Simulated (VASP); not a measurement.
# LiCaF3 (P4/mbm) in VASP: further runs

The runs below take LiCaF3 through single point, relaxation of cell and atoms, with PBE.

Everything below comes from runs of VASP 6.6.1. Logs are shortened: lines on timing, memory, paths and dates and some standing lists are left out, and cuts for length are marked.

### Step 1. The cell of the first run

The structure is tetragonal, space group P4/mbm (No. 127). Conventional cell: a = 5.401 Å, b = 5.401 Å, c = 3.805 Å, α = 90.00°, β = 90.00°, γ = 90.00°. Li (site symmetry 4/m) has 6 F at 1.90 to 1.99 Å within 2.5 Å. Ca (site symmetry mmm) has 12 F at 2.34 to 3.11 Å and 8 Li at 3.30 Å within 3.4 Å. F (site symmetry m2m) has 2 Li at 1.99 Å and 2 Ca at 2.34 Å within 2.6 Å. F (site symmetry 4/m) has 2 Li at 1.90 Å within 2.5 Å.

### Step 2. Single point, PBE

Contents of INCAR:

```
SYSTEM = LiCaF3
  PREC = Accurate
  ENCUT = 520
  EDIFF = 1E-6
  ISMEAR = 0
  SIGMA = 0.1
  LREAL = .FALSE.
  LASPH = .TRUE.
  NELM = 60
  ALGO = Normal
  ISIF = 2
  LWAVE = .FALSE.
  LCHARG = .FALSE.
  GGA = PE
  NBANDS = 45
```

Contents of KPOINTS:

```
Automatic mesh
0
G
  4 4 4
  0 0 0
```

Contents of POSCAR:

```
LiCaF3
1.0
    5.4014987195      0.0000000000      0.0000000000
    0.0000000000      5.4014987195      0.0000000000
    0.0000000000      0.0000000000      3.8045421465
Li Ca F
2 2 6
Direct
    0.5000000000      0.5000000000      0.0000000000
    0.0000000000      0.0000000000      0.0000000000
    0.0000000000      0.5000000000      0.5000000000
    0.5000000000      0.0000000000      0.5000000000
    0.8226342725      0.3226342725      0.0000000000
    0.6773657275      0.8226342725      0.0000000000
    0.5000000000      0.5000000000      0.5000000000
    0.1773657275      0.6773657275      0.0000000000
    0.3226342725      0.1773657275      0.0000000000
    0.0000000000      0.0000000000      0.5000000000
```

Potentials or basis: VASP PAW PBE potentials, release 64 (Li_sv, Ca_sv, F).

Launch:

```console
> cat potpaw_PBE.64/Li_sv/POTCAR potpaw_PBE.64/Ca_sv/POTCAR potpaw_PBE.64/F/POTCAR > POTCAR
> mpirun -np 1 vasp_std > vasp.out
```

OUTCAR:

```text
SYSTEM = LiCaF3
   PREC = Accurate
   ENCUT = 520
   EDIFF = 1E-6
   ISMEAR = 0
   LREAL = .FALSE.
   LASPH = .TRUE.
   NELM = 60
   ISIF = 2
   GGA = PE

 ion  position               nearest neighbor table
   1  0.500  0.500  0.000-   7 1.90   7 1.90   5 1.99   8 1.99   9 1.99   6 1.99
   2  0.000  0.000  0.000-  10 1.90  10 1.90   8 1.99   9 1.99   5 1.99   6 1.99
   3  0.000  0.500  0.500-   5 2.34   8 2.34   5 2.34   8 2.34
   4  0.500  0.000  0.500-   6 2.34   9 2.34   6 2.34   9 2.34
   5  0.823  0.323  0.000-   1 1.99   2 1.99   3 2.34   3 2.34
   6  0.677  0.823  0.000-   1 1.99   2 1.99   4 2.34   4 2.34
   7  0.500  0.500  0.500-   1 1.90   1 1.90
   8  0.177  0.677  0.000-   1 1.99   2 1.99   3 2.34   3 2.34
   9  0.323  0.177  0.000-   1 1.99   2 1.99   4 2.34   4 2.34
  10  0.000  0.000  0.500-   2 1.90   2 1.90

  LATTYP: Found a simple tetragonal cell.
 ALAT       =     5.4014987195
 C/A-ratio  =     0.7043493564

  Lattice vectors:

 A1 = (   5.4014987195,   0.0000000000,   0.0000000000)
 A2 = (   0.0000000000,   5.4014987195,   0.0000000000)
 A3 = (   0.0000000000,   0.0000000000,   3.8045421465)

Analysis of symmetry for initial positions (statically):
=====================================================================
 Subroutine PRICEL returns:
 Original cell was already a primitive cell.

 Routine SETGRP: Setting up the symmetry group for a
 simple tetragonal supercell.

 Subroutine GETGRP returns: Found 16 space group operations
 (whereof  8 operations were pure point group operations)
 out of a pool of 16 trial point group operations.

The static configuration has the point symmetry C_4h.
 The point group associated with its full space group is D_4h.

Analysis of symmetry for dynamics (positions and initial velocities):
=====================================================================
 Subroutine PRICEL returns:
 Original cell was already a primitive cell.

 Routine SETGRP: Setting up the symmetry group for a
 simple tetragonal supercell.

 Subroutine GETGRP returns: Found 16 space group operations
 (whereof  8 operations were pure point group operations)
 out of a pool of 16 trial point group operations.

The dynamic configuration has the point symmetry C_4h.
 The point group associated with its full space group is D_4h.

 Subroutine INISYM returns: Found 16 space group operations
 (whereof  8 operations are pure point group operations),
 and found     1 'primitive' translations

----------------------------------------------------------------------------------------

                                     Primitive cell

  volume of cell :     111.0020

  direct lattice vectors                    reciprocal lattice vectors
     5.401498720  0.000000000  0.000000000     0.185133803  0.000000000  0.000000000
     0.000000000  5.401498720  0.000000000     0.000000000  0.185133803  0.000000000
     0.000000000  0.000000000  3.804542147     0.000000000  0.000000000  0.262843717

  length of vectors
     5.401498720  5.401498720  3.804542147     0.185133803  0.185133803  0.262843717

  position of ions in fractional coordinates (direct lattice)
     0.500000000  0.500000000  0.000000000
     0.000000000  0.000000000  0.000000000
     0.000000000  0.500000000  0.500000000
     0.500000000  0.000000000  0.500000000
     0.822634272  0.322634272  0.000000000
     0.677365728  0.822634272  0.000000000
     0.500000000  0.500000000  0.500000000
     0.177365728  0.677365728  0.000000000
     0.322634272  0.177365728  0.000000000
     0.000000000  0.000000000  0.500000000

  ion indices of the primitive-cell ions
   primitive index   ion index
                 1           1
                 2           2
                 3           3
                 4           4
                 5           5
                 6           6
                 7           7
                 8           8
                 9           9
                10          10

----------------------------------------------------------------------------------------

 KPOINTS: Automatic mesh

Automatic generation of k-mesh.
 Grid dimensions read from file:
 generate k-points for:    4    4    4

 Generating k-lattice:

  Cartesian coordinates                     Fractional coordinates (reciprocal lattice)
     0.046283451  0.000000000  0.000000000     0.250000000  0.000000000  0.000000000
     0.000000000  0.046283451  0.000000000     0.000000000  0.250000000  0.000000000
     0.000000000  0.000000000  0.065710929     0.000000000  0.000000000  0.250000000

  Length of vectors
     0.046283451  0.046283451  0.065710929

  Shift w.r.t. Gamma in fractional coordinates (k-lattice)
     0.000000000  0.000000000  0.000000000

 Subroutine IBZKPT returns following result:
 ===========================================

 Found     18 irreducible k-points:

 Following reciprocal coordinates:
            Coordinates               Weight
  0.000000  0.000000  0.000000      1.000000
  0.250000  0.000000  0.000000      4.000000
  0.500000  0.000000  0.000000      2.000000
  0.250000  0.250000  0.000000      4.000000
  0.500000  0.250000  0.000000      4.000000
  0.500000  0.500000  0.000000      1.000000
[... 10 lines left out ...]
  0.500000  0.250000  0.500000      4.000000
  0.500000  0.500000  0.500000      1.000000
   k-points           NKPTS =     18   k-points in BZ     NKDIM =     18   number of bands    NBANDS=     45
   number of dos      NEDOS =    301   number of ions     NIONS =     10
   total plane-waves  NPLWV =  44800
   dimension x,y,z NGX =    40 NGY =   40 NGZ =   28
   dimension x,y,z NGXF=    80 NGYF=   80 NGZF=   56
   ions per type =               2   2   6
   NGX,Y,Z   is equivalent  to a cutoff of  12.31, 12.31, 12.24 a.u.
   NGXF,Y,Z  is equivalent  to a cutoff of  24.62, 24.62, 24.47 a.u.
 SYSTEM =  LiCaF3
   PREC   = accura    normal or accurate (medium, high low for compatibility)
   ISTART =      0    job   : 0-new  1-cont  2-samecut
   ICHARG =      2    charge: 1-file 2-atom 10-const
   ISPIN  =      1    spin polarized calculation?
   LNONCOLLINEAR =      F non collinear calculations
   LSORBIT =      F    spin-orbit coupling
   LASPH  =      T    aspherical Exc in radial PAW
   ENCUT  =  520.0 eV  38.22 Ry    6.18 a.u.  10.04 10.04  7.07*2*pi/ulx,y,z
   NELM   =     60;   NELMIN=  2; NELMDL= -5     # of ELM steps
   EDIFF  = 0.1E-05   stopping-criterion for ELM
   LREAL  =      F    real-space projection
   EDIFFG = 0.1E-04   stopping-criterion for IOM
   NSW    =      0    number of steps for IOM
   IBRION =     -1    ionic relax: 0-MD 1-quasi-New 2-CG
   NFREE  =      0    steps in history (QN), initial steepest desc. (CG)
   ISIF   =      2    stress and relaxation
   ISYM   =      2    0-nonsym 1-usesym 2-fastsym
   POTIM  = 0.5000    time-step for ionic-motion
   TEBEG  =    0.0;   TEEND  =   0.0 temperature during run
   PSTRESS=    0.0 pullay stress
   NELECT =      68.0000    total number of electrons
   NUPDOWN=      -1.0000    fix difference up-down
   EMIN   =  10.00;   EMAX   =-10.00  energy-range for DOS
   EFERMI =   0.00;   METHOD = LEGACY
   ISMEAR =     0;   SIGMA  =   0.10  broadening in eV -4-tet -1-fermi 0-gaus
   EFERMI_NEDOS =   21; number of points for ismear=-14 and -15
   IALGO  =     38    algorithm
   IMIX   =      4    mixing-type and parameters
     AMIX     =   0.40;   BMIX     =  1.00
     AMIX_MAG =   1.60;   BMIX_MAG =  1.00
  volume/ion in A,a.u.               =      11.10        74.91
  Fermi-wavevector in a.u.,A,eV,Ry     =   1.390382  2.627441 26.302269  1.933162
  Thomas-Fermi vector in A             =   2.514322
   LORBIT       =      0    0 simple, 1 ext, 2 COOP (PROOUT), +10 PAW based schemes
   GGA     = PE    functional components
   LHFCALC =     F    Hartree Fock is set to
   AEXX    =    0.0000 exact exchange contribution
   IVDW    =     0    specifies the selected vdW correction
   LEPSILON=     F    determine dielectric tensor
   LRPA    =     F    only Hartree local field effects (RPA)
 non-spin polarized calculation
 Gauss-broadening in eV      SIGMA  =   0.10
  energy-cutoff  :      520.00
  volume of cell :      111.00
 maximum number of plane-waves:      3020
   NGX = 21   NGY = 21   NGZ = 15

 number of electron      67.9999953 magnetization

 Free energy of the ion-electron system (eV)
  ---------------------------------------------------
  ext. energy  EPLUGINS =         0.00000000
  ---------------------------------------------------
  free energy    TOTEN  =       -52.84183921 eV

  energy without entropy =      -52.84183921  energy(sigma->0) =      -52.84183921

 E-fermi :   0.0378     XC(G=0): -10.0021

 val. band max:       -0.4649501352   @ k =   0.0000   0.0000   0.0000
 cond. band min:       6.2962453059   @ k =   0.0000   0.0000   0.0000
 fundamental gap:      6.7611954411
 Fermi energy:         0.0378093698

 k-point     1 :       0.0000    0.0000    0.0000
  band No.  band energies     occupation
      1     -41.0079      2.00000
      2     -41.0040      2.00000
      3     -37.5170      2.00000
      4     -37.5023      2.00000
      5     -20.5342      2.00000
      6     -20.3361      2.00000
[... 37 lines left out ...]
     44       9.8477      0.00000
     45       9.8477      0.00000

 k-point     2 :       0.2500    0.0000    0.0000
  band No.  band energies     occupation
      1     -41.0073      2.00000
      2     -41.0046      2.00000
      3     -37.5148      2.00000
      4     -37.5044      2.00000
      5     -20.5569      2.00000
      6     -20.4360      2.00000
[... 37 lines left out ...]
     44       9.8434      0.00000
     45       9.8492      0.00000

 k-point     3 :       0.5000    0.0000    0.0000
  band No.  band energies     occupation
      1     -41.0059      2.00000
      2     -41.0059      2.00000
      3     -37.5095      2.00000
      4     -37.5095      2.00000
      5     -20.5423      2.00000
      6     -20.5423      2.00000
[... 37 lines left out ...]
     44       9.2956      0.00000
     45       9.8448      0.00000

 k-point     4 :       0.2500    0.2500    0.0000
  band No.  band energies     occupation
      1     -41.0069      2.00000
      2     -41.0050      2.00000
      3     -37.5132      2.00000
      4     -37.5058      2.00000
      5     -20.5739      2.00000
      6     -20.4877      2.00000
[... 613 lines left out ...]
     44       9.1481      0.00000
     45      11.5216      0.00000

 k-point    17 :       0.5000    0.2500    0.5000
  band No.  band energies     occupation
      1     -41.0032      2.00000
      2     -41.0032      2.00000
      3     -37.4971      2.00000
      4     -37.4971      2.00000
      5     -20.6661      2.00000
      6     -20.6661      2.00000
[... 37 lines left out ...]
     44       9.0000      0.00000
     45      11.4379      0.00000

 k-point    18 :       0.5000    0.5000    0.5000
  band No.  band energies     occupation
      1     -41.0032      2.00000
      2     -41.0032      2.00000
      3     -37.4970      2.00000
      4     -37.4970      2.00000
      5     -20.6609      2.00000
      6     -20.6609      2.00000
[... 37 lines left out ...]
     44       9.2470      0.00000
     45      10.9427      0.00000

------------------------ aborting loop because EDIFF is reached ----------------------------------------

  FORCE on cell =-STRESS in cart. coord.  units (eV):
  Direction    XX          YY          ZZ          XY          YZ          ZX
  --------------------------------------------------------------------------------------
  -------------------------------------------------------------------------------------
  Total       -0.1016469     -0.1016469      0.0864762      0.0000000      0.0000000      0.0000000
  in kB       -1.4671474     -1.4671474      1.2481766      0.0000000      0.0000000      0.0000000
  external PRESSURE =      -0.5620394 kB  Pullay stress =       0.0000000 kB

 VOLUME and BASIS-vectors are now :
 -----------------------------------------------------------------------------
  energy-cutoff  :      520.00
  volume of cell :      111.00
      direct lattice vectors                 reciprocal lattice vectors
     5.401498720  0.000000000  0.000000000     0.185133803  0.000000000  0.000000000
     0.000000000  5.401498720  0.000000000     0.000000000  0.185133803  0.000000000
     0.000000000  0.000000000  3.804542147     0.000000000  0.000000000  0.262843717

 POSITION                                       TOTAL-FORCE (eV/Angst)
 -----------------------------------------------------------------------------------
      2.70075      2.70075      0.00000        -0.000000      0.000000      0.000000
      0.00000      0.00000      0.00000        -0.000000      0.000000      0.000000
      0.00000      2.70075      1.90227        -0.000000      0.000000      0.000000
      2.70075      0.00000      1.90227        -0.000000      0.000000      0.000000
      4.44346      1.74271      0.00000        -0.018539     -0.018539     -0.000000
      3.65879      4.44346      0.00000         0.018539     -0.018539      0.000000
      2.70075      2.70075      1.90227        -0.000000      0.000000      0.000000
      0.95804      3.65879      0.00000         0.018539      0.018539      0.000000
      1.74271      0.95804      0.00000        -0.018539      0.018539     -0.000000
      0.00000      0.00000      1.90227        -0.000000      0.000000      0.000000
 -----------------------------------------------------------------------------------
    total drift:                                0.000000      0.000000      0.000000

  FREE ENERGIE OF THE ION-ELECTRON SYSTEM (eV)
  ---------------------------------------------------
  free  energy   TOTEN  =       -52.8418392107 eV

  energy  without entropy=      -52.8418392107  energy(sigma->0) =      -52.84183921
```

Wall time 2.5 min (1 thread of Oxide Virtual Turin-like, shared host); peak memory 0.2 GiB.

What came out:

```yaml
Free_energy: -52.8418 eV
Largest_force: 0.026 eV/Å
Band_gap_on_the_k_mesh: 6.76 eV
```

Forces on the atoms (eV/Å):
```
Li   0.000  0.000  0.000
Li   0.000  0.000  0.000
Ca   0.000  0.000  0.000
Ca   0.000  0.000  0.000
F   -0.019 -0.019  0.000
F    0.019 -0.019  0.000
F    0.000  0.000  0.000
F    0.019  0.019  0.000
F   -0.019  0.019  0.000
F    0.000  0.000  0.000
```

Caveat: the cutoff is under 1.25 times the usual one of these potentials, so pressure, stress and relaxed cells hold a basis-set (Pulay) error. A k mesh can miss the band edges.

(Part 1 of 3 ends here.)
